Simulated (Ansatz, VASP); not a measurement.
**One calculation of Ta2H3, two programs**

INCAR

```
SYSTEM = Ta2H3
ALGO     = Normal         ! electronic algorithm
EDIFF    = 1E-7           ! SCF threshold, eV
ENCUT    = 520            ! plane-wave cutoff, eV
GGA      = PE             ! functional
ISIF     = 2              ! what is computed and relaxed
ISMEAR   = 0              ! smearing method
LASPH    = .TRUE.         ! aspherical terms in the spheres
LCHARG   = .FALSE.        ! write CHGCAR
LREAL    = .FALSE.        ! projectors in reciprocal space
LWAVE    = .FALSE.        ! write WAVECAR
NBANDS   = 20             ! bands
NELM     = 100            ! most SCF steps
PREC     = Accurate       ! precision mode
SIGMA    = 0.1            ! smearing width, eV
```

Contents of KPOINTS:

```
k-points
0
G
  6 6 4
  0 0 0
```

POSCAR

```
Ta2H3
1.0
    2.2048746700     -2.8609199700      0.0000000000
    2.2048746700      2.8609199700      0.0000000000
    0.0000000000      0.0000000000      5.4732923500
Ta H
2 3
Direct
    0.0000000000      0.0000000000      0.5000000000
    0.5000000000      0.5000000000      0.5000000000
    0.0000000000      0.5000000000      0.0000000000
    0.5000000000      0.0000000000      0.0000000000
    0.5000000000      0.5000000000      0.0000000000
```

Input for Ansatz:

```yaml
crystal:
  lattice:
    - [2.20487467, -2.86091997, 0.0]
    - [2.20487467, 2.86091997, 0.0]
    - [0.0, 0.0, 5.47329235]
  atoms:
    - { symbol: Ta, position: [0.0, 0.0, 0.5] }
    - { symbol: Ta, position: [0.5, 0.5, 0.5] }
    - { symbol: H, position: [0.0, 0.5, 0.0] }
    - { symbol: H, position: [0.5, 0.0, 0.0] }
    - { symbol: H, position: [0.5, 0.5, 0.0] }
basis:
  ecutwfc: 420
kpoints:
  mp_grid: { grid: [6, 6, 4] }
hamiltonian:
  xc: pbe
scf:
  occupations: { method: gaussian, width: 0.1 }
  lower_state_search: "off"
output:
  forces: true
  stress: true
  eigenvalues: true
```

Alike in both runs: task single point; functional PBE; k mesh 6 × 6 × 4; occupations gaussian, width 0.1 eV; no spin polarisation.

```csv
,VASP,Ansatz
version,VASP 6.6.1,Ansatz 0.2.0
potentials or method,"VASP PAW PBE potentials, release 64 (Ta_pv, H), cutoff 520 eV","scalar-relativistic, plane waves, PAW"
valence electrons in the cell,25,29
```

```csv
,VASP,Ansatz,Ansatz less VASP
gap on the k mesh at the Fermi level (eV),none,none,-
pressure (GPa),12.3,11.9,-0.33
"traceless stress, the component that is largest in VASP (GPa)",51.72,51.06,-0.662
```

A gap of «none» marks a metal or a gap that the smearing closes. With one functional, cell and mesh, what is left measures potentials, basis and numerics. VASP's potentials hold 25 valence electrons a cell and Ansatz's 29, so a difference there can come from the potentials and not from the codes.

Neither program's run includes spin-orbit coupling.
